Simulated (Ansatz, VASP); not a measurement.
Sn in VASP and in Ansatz

```
Sn
1.0
    -1.78294    1.78294    2.13952
     1.78294   -1.78294    2.13952
     1.78294    1.78294   -2.13952
Sn
1
Direct
  0.00000 0.00000 0.00000
```

Alike in both runs: task single point; functional r2SCAN; k mesh 20 × 20 × 20; occupations gaussian, width 0.15 eV; no spin polarisation.

|  | VASP | Ansatz |
| --- | --- | --- |
| version | VASP 6.6.1 | Ansatz 0.2.0 |
| potentials or method | VASP PAW PBE potentials, release 64 (Sn_d), cutoff 520 eV | scalar-relativistic, plane waves, PAW |
| valence electrons in the cell | 14 | 14 |

|  | VASP | Ansatz | Ansatz less VASP |
| --- | --- | --- | --- |
| gap on the k mesh at the Fermi level (eV) | none | none | - |
| pressure (GPa) | -0.1 | -0.1 | 0.00 |
| traceless stress, the component that is largest in VASP (GPa) | -0.11 | -0.11 | +0.002 |

VASP's potentials were made for PBE, not for r2SCAN. A gap of «none» marks a metal or a gap that the smearing closes.
